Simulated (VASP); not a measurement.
# RbBr in VASP: further runs

The runs below take RbBr through single point, with PBE, r2SCAN.

Everything below comes from runs of VASP 6.6.1. Logs are shortened: lines on timing, memory, paths and dates and some standing lists are left out, and cuts for length are marked.

### 1 The cell of the first run

Symmetry: R-3m, No. 166, trigonal system. The conventional cell has a = 4.894 Å, b = 4.894 Å, c = 12.168 Å, α = 90.00°, β = 90.00°, γ = 120.00°. Rb (site symmetry -3m) has 6 Br at 3.48 Å within 4.6 Å. Within 4.6 Å of Br (site symmetry -3m) lie 6 Rb at 3.48 Å.

### 2 Single point, PBE (strain along [111] +1.5%)

INCAR

```
SYSTEM = RbBr
PREC     = Accurate       ! precision mode
ENCUT    = 520            ! plane-wave cutoff, eV
EDIFF    = 1E-6           ! SCF threshold, eV
ISMEAR   = -1             ! smearing method
SIGMA    = 0.02           ! smearing width, eV
LREAL    = .FALSE.        ! projectors in reciprocal space
LASPH    = .TRUE.         ! aspherical terms in the spheres
NELM     = 100            ! most SCF steps
ALGO     = Normal         ! electronic algorithm
ISIF     = 2              ! what is computed and relaxed
LWAVE    = .FALSE.        ! write WAVECAR
LCHARG   = .FALSE.        ! write CHGCAR
GGA      = PE             ! functional
NBANDS   = 15             ! bands
```

KPOINTS

```
regular mesh
0
G
  6 6 6
  0 0 0
```

POSCAR

```
RbBr
1.0
    0.0346082605      3.4954343121      3.4954343121
    3.4954343121      0.0346082605      3.4954343121
    3.4954343121      3.4954343121      0.0346082605
Rb Br
1 1
Direct
    0.0000000000      0.0000000000      0.0000000000
    0.5000000000      0.5000000000      0.5000000000
```

Potentials or basis: VASP PAW PBE potentials, release 64 (Rb_sv, Br).

Started as:

```bash
cat potpaw_PBE.64/Rb_sv/POTCAR potpaw_PBE.64/Br/POTCAR > POTCAR
mpirun -np 1 vasp_std > vasp.out
```

OUTCAR:

```text
SYSTEM = RbBr
   PREC = Accurate
   ENCUT = 520
   EDIFF = 1E-6
   ISMEAR = -1
   LREAL = .FALSE.
   LASPH = .TRUE.
   NELM = 100
   ISIF = 2
   GGA = PE

 ion  position               nearest neighbor table
   1  0.000  0.000  0.000-   2 3.48   2 3.48   2 3.48   2 3.48   2 3.48   2 3.48
   2  0.500  0.500  0.500-   1 3.48   1 3.48   1 3.48   1 3.48   1 3.48   1 3.48

  LATTYP: Found a trigonal (rhomboedric) cell.
 ALAT       =     4.9434117563
 COS(alpha) =     0.5098759986

  Lattice vectors:

 A1 = (   0.0346082605,   3.4954343121,   3.4954343121)
 A2 = (   3.4954343121,   0.0346082605,   3.4954343121)
 A3 = (   3.4954343121,   3.4954343121,   0.0346082605)

Analysis of symmetry for initial positions (statically):
=====================================================================
 Subroutine PRICEL returns:
 Original cell was already a primitive cell.

 Routine SETGRP: Setting up the symmetry group for a
 trigonal (rhombohedral) supercell.

 Subroutine GETGRP returns: Found 12 space group operations
 (whereof 12 operations were pure point group operations)
 out of a pool of 12 trial point group operations.

The static configuration has the point symmetry D_3d.

Analysis of symmetry for dynamics (positions and initial velocities):
=====================================================================
 Subroutine PRICEL returns:
 Original cell was already a primitive cell.

 Routine SETGRP: Setting up the symmetry group for a
 trigonal (rhombohedral) supercell.

 Subroutine GETGRP returns: Found 12 space group operations
 (whereof 12 operations were pure point group operations)
 out of a pool of 12 trial point group operations.

The dynamic configuration has the point symmetry D_3d.

 Subroutine INISYM returns: Found 12 space group operations
 (whereof 12 operations are pure point group operations),
 and found     1 'primitive' translations

----------------------------------------------------------------------------------------

                                     Primitive cell

  volume of cell :      84.1464

  direct lattice vectors                    reciprocal lattice vectors
     0.034608261  3.495434312  3.495434312    -0.145185874  0.143762483  0.143762483
     3.495434312  0.034608261  3.495434312     0.143762483 -0.145185874  0.143762483
     3.495434312  3.495434312  0.034608261     0.143762483  0.143762483 -0.145185874

  length of vectors
[... 91 lines left out ...]
   TEBEG  =    0.0;   TEEND  =   0.0 temperature during run
   PSTRESS=    0.0 pullay stress
   NELECT =      16.0000    total number of electrons
   NUPDOWN=      -1.0000    fix difference up-down
   EMIN   =  10.00;   EMAX   =-10.00  energy-range for DOS
   EFERMI =   0.00;   METHOD = LEGACY
   ISMEAR =    -1;   SIGMA  =   0.02  broadening in eV -4-tet -1-fermi 0-gaus
   EFERMI_NEDOS =   21; number of points for ismear=-14 and -15
   IALGO  =     38    algorithm
   IMIX   =      4    mixing-type and parameters
     AMIX     =   0.40;   BMIX     =  1.00
     AMIX_MAG =   1.60;   BMIX_MAG =  1.00
  volume/ion in A,a.u.               =      42.07       283.92
  Fermi-wavevector in a.u.,A,eV,Ry     =   0.941390  1.778970 12.057696  0.886216
  Thomas-Fermi vector in A             =   2.068896
   LORBIT       =      0    0 simple, 1 ext, 2 COOP (PROOUT), +10 PAW based schemes
   GGA     = PE    functional components
   LHFCALC =     F    Hartree Fock is set to
   AEXX    =    0.0000 exact exchange contribution
   IVDW    =     0    specifies the selected vdW correction
   LEPSILON=     F    determine dielectric tensor
   LRPA    =     F    only Hartree local field effects (RPA)
 non-spin polarized calculation
  energy-cutoff  :      520.00
  volume of cell :       84.15
 maximum number of plane-waves:      2281
 NGX is ok and might be reduce to    40
   NGX = 19   NGY = 19   NGZ = 19

 number of electron      15.9999999 magnetization

 Free energy of the ion-electron system (eV)
  ---------------------------------------------------
  ext. energy  EPLUGINS =         0.00000000
  ---------------------------------------------------
  free energy    TOTEN  =        -6.11258371 eV

  energy without entropy =       -6.11258371  energy(sigma->0) =       -6.11258371

 E-fermi :  -1.4120     XC(G=0):  -7.0598

 val. band max:       -1.9061190162   @ k =   0.0000   0.0000   0.0000
 cond. band min:       2.3369032042   @ k =   0.0000   0.0000   0.0000
 fundamental gap:      4.2430222204
 Fermi energy:        -1.4119630299

 k-point     1 :       0.0000    0.0000    0.0000
  band No.  band energies     occupation
      1     -26.4247      2.00000
      2     -14.0526      2.00000
      3     -10.4979      2.00000
      4     -10.4979      2.00000
      5     -10.4974      2.00000
      6      -1.9296      2.00000
      7      -1.9061      2.00000
      8      -1.9061      2.00000
      9       2.3369      0.00000
     10       5.2770      0.00000
     11       5.3866      0.00000
     12       5.3866      0.00000
     13       6.2087      0.00000
     14       6.2087      0.00000
[... 401 lines left out ...]
      2     -14.0216      2.00000
      3     -10.6275      2.00000
      4     -10.5808      2.00000
      5     -10.5027      2.00000
      6      -2.3193      2.00000
      7      -2.2942      2.00000
      8      -2.1688      2.00000
      9       4.3950      0.00000
     10       5.7634      0.00000
     11       5.9604      0.00000
     12       6.8487      0.00000
     13       7.9217      0.00000
     14       8.7707      0.00000
     15       9.1924      0.00000

 [... further k-points ...]

------------------------ aborting loop because EDIFF is reached ----------------------------------------

  FORCE on cell =-STRESS in cart. coord.  units (eV):
  Direction    XX          YY          ZZ          XY          YZ          ZX
  --------------------------------------------------------------------------------------
  -------------------------------------------------------------------------------------
  Total        0.1852549      0.1852549      0.1852549     -0.0215640     -0.0215640     -0.0215640
  in kB        3.5273212      3.5273212      3.5273212     -0.4105866     -0.4105866     -0.4105866
  external PRESSURE =       3.5273212 kB  Pullay stress =       0.0000000 kB

 VOLUME and BASIS-vectors are now :
 -----------------------------------------------------------------------------
  energy-cutoff  :      520.00
  volume of cell :       84.15
      direct lattice vectors                 reciprocal lattice vectors
     0.034608261  3.495434312  3.495434312    -0.145185874  0.143762483  0.143762483
     3.495434312  0.034608261  3.495434312     0.143762483 -0.145185874  0.143762483
     3.495434312  3.495434312  0.034608261     0.143762483  0.143762483 -0.145185874

 POSITION                                       TOTAL-FORCE (eV/Angst)
 -----------------------------------------------------------------------------------
      0.00000      0.00000      0.00000        -0.000000     -0.000000     -0.000000
      3.51274      3.51274      3.51274         0.000000      0.000000      0.000000
 -----------------------------------------------------------------------------------
    total drift:                                0.000000     -0.000000     -0.000000

  FREE ENERGIE OF THE ION-ELECTRON SYSTEM (eV)
  ---------------------------------------------------
  free  energy   TOTEN  =        -6.1125837116 eV

  energy  without entropy=       -6.1125837116  energy(sigma->0) =       -6.11258371
```

OSZICAR:

```text
N       E                     dE             d eps       ncg     rms          rms(c)
DAV:   1     0.832356091433E+02    0.83236E+02   -0.65877E+03   960   0.903E+02
DAV:   2    -0.361419349963E+00   -0.83597E+02   -0.75882E+02  1360   0.163E+02
DAV:   3    -0.619594295999E+01   -0.58345E+01   -0.58034E+01  1292   0.439E+01
DAV:   4    -0.634217107905E+01   -0.14623E+00   -0.14620E+00  1396   0.665E+00
DAV:   5    -0.634306624257E+01   -0.89516E-03   -0.89516E-03  1319   0.530E-01    0.271E+00
DAV:   6    -0.611758018574E+01    0.22549E+00   -0.27491E-01  1191   0.235E+00    0.177E+00
DAV:   7    -0.609935163286E+01    0.18229E-01   -0.12637E-01  1289   0.170E+00    0.920E-01
DAV:   8    -0.611168692623E+01   -0.12335E-01   -0.14886E-02  1026   0.702E-01    0.110E-01
DAV:   9    -0.611212422020E+01   -0.43729E-03   -0.68945E-04  1334   0.133E-01    0.709E-02
DAV:  10    -0.611257643504E+01   -0.45221E-03   -0.58736E-04  1009   0.133E-01    0.282E-02
DAV:  11    -0.611257699488E+01   -0.55984E-06   -0.32790E-05  1291   0.299E-02    0.825E-03
DAV:  12    -0.611258341742E+01   -0.64225E-05   -0.99210E-06  1009   0.185E-02    0.143E-03
DAV:  13    -0.611258371163E+01   -0.29421E-06   -0.37562E-07  1068   0.355E-03
   1 F= -.61125837E+01 E0= -.61125837E+01  d E =-.294143E-12
```

Wall time 47 s (1 thread of Intel Xeon Platinum 8488C (Sapphire Rapids), shared host); peak memory 0.25 GiB.

What came out:

```
Free energy            : -6.1126 eV
Pressure               : 0.4 GPa
Band gap on the k mesh : 4.24 eV, direct
```

Caveat: the cell differs from its parent crystal (strain along [111] +1.5%).

### 3 Single point, r2SCAN (epitaxial xy strain +1.0%)

POSCAR

```
RbBr
1.0
    0.0000000000      3.4954343121      3.4549664704
    3.4954343121      0.0000000000      3.4549664704
    3.4954343121      3.4954343121      0.0000000000
Rb Br
1 1
Direct
    0.0000000000      0.0000000000      0.0000000000
    0.5000000000      0.5000000000      0.5000000000
```

INCAR.step1

```
SYSTEM = RbBr
PREC = Accurate
ENCUT = 520
ISMEAR = 0
SIGMA = 0.01
LREAL = .FALSE.
LASPH = .TRUE.
NELM = 80
NBANDS = 15
GGA = PE
ALGO = Normal
EDIFF = 1E-4
LWAVE = .TRUE.
LCHARG = .FALSE.
```

INCAR.step2

```
SYSTEM = RbBr
PREC = Accurate
ENCUT = 520
EDIFF = 1E-6
ISMEAR = 0
SIGMA = 0.01
LREAL = .FALSE.
LASPH = .TRUE.
NELM = 80
ALGO = Normal
ISIF = 2
LWAVE = .FALSE.
LCHARG = .FALSE.
METAGGA = R2SCAN
LMIXTAU = .TRUE.
NBANDS = 15
ISTART = 1
```

KPOINTS is that of step 2.

Potentials or basis: VASP PAW PBE potentials, release 64 (Rb_sv, Br).

Started as:

```bash
cat potpaw_PBE.64/Rb_sv/POTCAR potpaw_PBE.64/Br/POTCAR > POTCAR
cp INCAR.step1 INCAR
mpirun -np 1 vasp_std > vasp.out
cp INCAR.step2 INCAR
mpirun -np 1 vasp_std > vasp.out
```

It took 2.6 min on 1 thread of Intel Xeon Platinum 8488C (Sapphire Rapids), shared host; peak memory 0.26 GiB.

The run converged. Its results:

* Free energy: -31.1542 eV
* Pressure: -0.2 GPa
* Band gap on the k mesh: 4.84 eV, direct

Stress tensor (GPa, compression positive):
```
-0.31  0.00  0.00
 0.00 -0.31  0.00
 0.00  0.00  0.03
```

Levels at points of the mesh, in eV from the valence-band top:
| k point | band 6 | band 7 | band 8 | band 9 | band 10 | band 11 |
| --- | --- | --- | --- | --- | --- | --- |
| (0.00, 0.00, 0.00) | -0.01 | -0.01 | 0.00 | 4.84 | 7.84 | 7.84 |
| (0.50, 0.00, 0.00) | -0.90 | -0.32 | -0.32 | 7.16 | 8.10 | 10.07 |
| (0.50, 0.50, 0.00) | -0.46 | -0.17 | -0.17 | 6.09 | 7.77 | 9.49 |
| (0.50, 0.00, 0.50) | -0.48 | -0.16 | -0.16 | 6.11 | 7.75 | 9.45 |

Caveat: the cell differs from its parent crystal (epitaxial xy strain +1.0%); the PAW data sets were made with another functional, which shifts forces and pressure a little.

### 4 Single point, r2SCAN (uniaxial z strain +2.5%)

POSCAR

```
RbBr
1.0
    0.0000000000      3.4608260516      3.5473467028
    3.4608260516      0.0000000000      3.5473467028
    3.4608260516      3.4608260516      0.0000000000
Rb Br
1 1
Direct
    0.0000000000      0.0000000000      0.0000000000
    0.5000000000      0.5000000000      0.5000000000
```

INCAR.step1

```
PREC = Accurate
ENCUT = 520
ISMEAR = 0
SIGMA = 0.01
LREAL = False
LASPH = True
NELM = 60
NBANDS = 15
GGA = PE
ALGO = Normal
EDIFF = 1E-4
LWAVE = True
LCHARG = False
```

INCAR.step2

```
PREC = Accurate
ENCUT = 520
EDIFF = 1E-7
ISMEAR = 0
SIGMA = 0.01
LREAL = False
LASPH = True
NELM = 60
ALGO = Normal
ISIF = 2
LWAVE = False
LCHARG = False
METAGGA = R2SCAN
LMIXTAU = True
NBANDS = 15
ISTART = 1
```

KPOINTS

```
Automatic mesh
0
Gamma
  6 6 6
```

Potentials or basis: VASP PAW PBE potentials, release 64 (Rb_sv, Br).

Started as:

```bash
cat potpaw_PBE.64/Rb_sv/POTCAR potpaw_PBE.64/Br/POTCAR > POTCAR
cp INCAR.step1 INCAR
mpirun -np 1 vasp_std > vasp.out
cp INCAR.step2 INCAR
mpirun -np 1 vasp_std > vasp.out
```

OUTCAR:

```text
PREC = Accurate
   ENCUT = 520
   EDIFF = 1E-7
   ISMEAR = 0
   LREAL = False
   LASPH = True
   NELM = 60
   ISIF = 2
   METAGGA = R2SCAN
   ISTART = 1

 ion  position               nearest neighbor table
   1  0.000  0.000  0.000-   2 3.46   2 3.46   2 3.46   2 3.46   2 3.55   2 3.55
   2  0.500  0.500  0.500-   1 3.46   1 3.46   1 3.46   1 3.46   1 3.55   1 3.55

  LATTYP: Found a body centered tetragonal cell.
 ALAT       =     4.8943471392
 C/A-ratio  =     1.4495689014

  Lattice vectors:
[... 620 lines left out ...]

------------------------ aborting loop because EDIFF is reached ----------------------------------------

  FORCE on cell =-STRESS in cart. coord.  units (eV):
  Direction    XX          YY          ZZ          XY          YZ          ZX
  --------------------------------------------------------------------------------------
  -------------------------------------------------------------------------------------
  Total       -0.0257411     -0.0257411     -0.3631405      0.0000000     -0.0000000     -0.0000000
  in kB       -0.4853384     -0.4853384     -6.8468697      0.0000000     -0.0000000     -0.0000000
  external PRESSURE =      -2.6058489 kB  Pullay stress =       0.0000000 kB

 VOLUME and BASIS-vectors are now :
 -----------------------------------------------------------------------------
  energy-cutoff  :      520.00
  volume of cell :       84.98
      direct lattice vectors                 reciprocal lattice vectors
     0.000000000  3.460826052  3.547346703    -0.144474178  0.144474178  0.140950418
     3.460826052  0.000000000  3.547346703     0.144474178 -0.144474178  0.140950418
     3.460826052  3.460826052  0.000000000     0.144474178  0.144474178 -0.140950418

 POSITION                                       TOTAL-FORCE (eV/Angst)
 -----------------------------------------------------------------------------------
      0.00000      0.00000      0.00000        -0.000000      0.000000      0.000000
      3.46083      3.46083      3.54735         0.000000     -0.000000      0.000000
 -----------------------------------------------------------------------------------
    total drift:                                0.000000     -0.000000     -0.000000

  FREE ENERGIE OF THE ION-ELECTRON SYSTEM (eV)
  ---------------------------------------------------
  free  energy   TOTEN  =       -31.1512442715 eV

  energy  without entropy=      -31.1512442715  energy(sigma->0) =      -31.15124427
```

OSZICAR.step1:

```text
N       E                     dE             d eps       ncg     rms          rms(c)
DAV:   1     0.846096788574E+02    0.84610E+02   -0.65298E+03   900   0.905E+02
DAV:   2     0.158927353893E+00   -0.84451E+02   -0.77950E+02  1222   0.162E+02
DAV:   3    -0.616486003563E+01   -0.63238E+01   -0.62901E+01  1209   0.456E+01
DAV:   4    -0.634450980606E+01   -0.17965E+00   -0.17962E+00  1335   0.714E+00
DAV:   5    -0.634560828031E+01   -0.10985E-02   -0.10985E-02  1258   0.562E-01    0.268E+00
DAV:   6    -0.611713038523E+01    0.22848E+00   -0.27912E-01  1103   0.236E+00    0.175E+00
DAV:   7    -0.609839593434E+01    0.18734E-01   -0.12866E-01  1180   0.171E+00    0.914E-01
DAV:   8    -0.611089459794E+01   -0.12499E-01   -0.15303E-02   961   0.709E-01    0.113E-01
DAV:   9    -0.611133137539E+01   -0.43678E-03   -0.71637E-04  1244   0.136E-01    0.716E-02
DAV:  10    -0.611179343205E+01   -0.46206E-03   -0.59568E-04   900   0.134E-01    0.270E-02
DAV:  11    -0.611179442566E+01   -0.99360E-06   -0.29303E-05   863   0.302E-02
   1 F= -.61117944E+01 E0= -.61117944E+01  d E =-.954684E-59
```

It took 2.1 min on 1 thread of Intel Xeon Platinum 8488C (Sapphire Rapids), shared host; peak memory 0.25 GiB.

Results:

```yaml
Free_energy: -31.1512 eV
Pressure: -0.3 GPa
Band_gap_on_the_k_mesh: 4.82 eV, direct
```

Caveat: the cell differs from its parent crystal (uniaxial z strain +2.5%); the PAW data sets were made with another functional, which shifts forces and pressure a little.

### 5 Summary

```tsv
level	cell	smearing	gap on the mesh (eV)	pressure (GPa)
PBE	a = 4.943 Å, angles 59.3°, 2 atoms	fermi-dirac 0.02 eV	4.24	0.4
r2SCAN	a = 4.915, b = 4.915, c = 4.943 Å, angles 59.8, 59.8, 60.4°, 2 atoms	gaussian 0.01 eV	4.84	-0.2
r2SCAN	a = 4.956, b = 4.956, c = 4.894 Å, angles 60.4, 60.4, 59.2°, 2 atoms	gaussian 0.01 eV	4.82	-0.3
```

Alike in all rows: task single point; potentials or basis VASP PAW PBE potentials, release 64 (Rb_sv, Br); no spin polarisation; k mesh 6 × 6 × 6; cutoff (eV) 520.

Caveats: the PAW data sets were made with another functional, which shifts forces and pressure a little (some runs).

Total energies depend on the potentials used, so only differences within one code and one set of settings carry meaning.
